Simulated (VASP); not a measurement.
Set up this calculation in VASP 6.6.1, as the native input.

- Task: single point
- Functional: revPBE
- Potentials or basis: VASP PAW PBE potentials, release 64 (Re)
- Cutoff: 520 eV
- k mesh: 21 × 21 × 12
- Occupations: fermi-dirac, width 0.1 eV
- Spin: no spin polarisation
- Dipole correction: no
- Further INCAR settings: ALGO = Normal; EDIFF = 1e-06; NBANDS = 14

The structure of Re lies in POSCAR:

```
Re
1.0
    2.7837808600      0.0000000000      0.0000000000
   -1.3918904300      2.4108249433      0.0000000000
    0.0000000000      0.0000000000      4.4908643120
Re
2
Direct
    0.3333333333      0.6666666667      0.2500000000
    0.6666666667      0.3333333333      0.7500000000
```

The input as run:

INCAR

```
  ALGO = Normal
  EDIFF = 1E-6
  ENCUT = 520
  GGA = RE
  ISIF = 2
  ISMEAR = -1
  LASPH = True
  LCHARG = False
  LREAL = False
  LWAVE = False
  NBANDS = 14
  NELM = 60
  PREC = Accurate
  SIGMA = 0.1
```

KPOINTS

```
k-points
0
Gamma
  21 21 12
```

Potentials or basis: VASP PAW PBE potentials, release 64 (Re).

Launch:

```sh
$ cat potpaw_PBE.64/Re/POTCAR > POTCAR
$ mpirun -np 1 vasp_std > vasp.out
```

Results of the run:

```json
{
  "Pressure": "-0.7 GPa",
  "Band gap on the k mesh": "zero (bands 7 and 8 overlap by 3.10 eV)"
}
```

Caveat: the PAW data sets were made with another functional, which shifts forces and pressure a little; spin-orbit coupling is left out, which moves the levels of the heavy elements.

It took 53 s on 1 thread of Intel(R) Xeon(R) 6975P-C (Granite Rapids), on a shared host, peak memory 0.26 GiB.
